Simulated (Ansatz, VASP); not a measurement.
One calculation of WC, two programs

```
CELL_PARAMETERS angstrom
2.92606 0.00000 0.00000
-1.46303 2.53405 0.00000
0.00000 0.00000 2.84169
ATOMIC_POSITIONS crystal
W 0.00000 0.00000 0.00000
C 0.66667 0.33333 0.50000
```

Alike in both runs: functional PBE; k mesh 6 × 6 × 6; occupations gaussian, width 0.1 eV; no spin polarisation.

Ansatz relaxed the structure, and its values are those at the end. VASP's run is a single point on that final structure, the one shown.

|  | VASP | Ansatz |
| --- | --- | --- |
| version | VASP 6.6.1 | Ansatz 0.2.0 |
| potentials or method | VASP PAW PBE potentials, release 64 (W_sv, C), cutoff 520 eV | scalar-relativistic, plane waves, PAW |
| valence electrons in the cell | 18 | 18 |

VASP gave:

```
gap on the k mesh at the Fermi level (eV) : none
pressure (GPa)                            : 0.9
```

Question: Which values does Ansatz return?

Answer: gap on the k mesh at the Fermi level (eV): none; pressure (GPa): -0.2.

A gap of «none» marks a metal or a gap that the smearing closes.

The k mesh is coarse, so the values compare programs but aren't converged. Spin-orbit coupling is off throughout.
